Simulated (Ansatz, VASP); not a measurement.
## Two plane-wave programs on BAs

Contents of INCAR:

```
ALGO     = Normal         # electronic algorithm
EDIFF    = 1E-6           # SCF threshold, eV
ENCUT    = 500            # plane-wave cutoff, eV
GGA      = PE             # functional
GGA_COMPAT= False        
ISIF     = 2              # what is computed and relaxed
ISMEAR   = 0              # smearing method
LASPH    = True           # aspherical terms in the spheres
LCHARG   = True           # write CHGCAR
LELF     = True           # ELF
LREAL    = False          # projectors in reciprocal space
LVHAR    = True         
LWAVE    = False          # write WAVECAR
NBANDS   = 11             # bands
NELM     = 120            # most SCF steps
PREC     = Accurate       # precision mode
SIGMA    = 0.1            # smearing width, eV
```

The input KPOINTS:

```
k-points
0
Gamma
  8 8 8
```

File POSCAR:

```
BAs
1.0
    0.0000000000      2.1942845613      2.1942845613
    2.1942845613      0.0000000000      2.1942845613
    2.1942845613      2.1942845613      0.0000000000
B As
1 1
Direct
    0.0000000000      0.0000000000      0.0000000000
    0.7500000000      0.7500000000      0.7500000000
```

Input for Ansatz:

```yaml
crystal:
  lattice:
    - [0.0, 2.1942845613, 2.1942845613]
    - [2.1942845613, 0.0, 2.1942845613]
    - [2.1942845613, 2.1942845613, 0.0]
  atoms:
    - { symbol: B, position: [0.0, 0.0, 0.0] }
    - { symbol: As, position: [0.75, 0.75, 0.75] }
basis:
  ecutwfc: 420
kpoints:
  mp_grid: { grid: [8, 8, 8] }
hamiltonian:
  xc: pbe
scf:
  occupations: { method: gaussian, width: 0.1 }
output:
  forces: true
  stress: true
  eigenvalues: true
```

Alike in both runs: task single point; functional PBE; k mesh 8 × 8 × 8; occupations gaussian, width 0.1 eV; no spin polarisation.

|  | VASP | Ansatz |
| --- | --- | --- |
| version | VASP 6.6.1 | Ansatz 0.2.0 |
| potentials or method | VASP PAW PBE potentials, release 64 (B, As), cutoff 500 eV | scalar-relativistic, plane waves, PAW |
| valence electrons in the cell | 8 | 18 |

|  | VASP | Ansatz | Ansatz less VASP |
| --- | --- | --- | --- |
| gap on the k mesh at the Fermi level (eV) | 0.93 | 0.94 | +0.012 |
| least direct gap on the mesh (eV) | 3.67 | 3.67 | +0.001 |
| pressure (GPa) | 64.9 | 62.7 | -2.16 |

Both programs put the cell under a high pressure, so it lies far from rest at this level. With one functional, cell and mesh, what is left measures potentials, basis and numerics. VASP's potentials hold 8 valence electrons a cell and Ansatz's 18, so a difference there can come from the potentials and not from the codes.

Noted on VASP's run: the cell as given lies far from equilibrium.
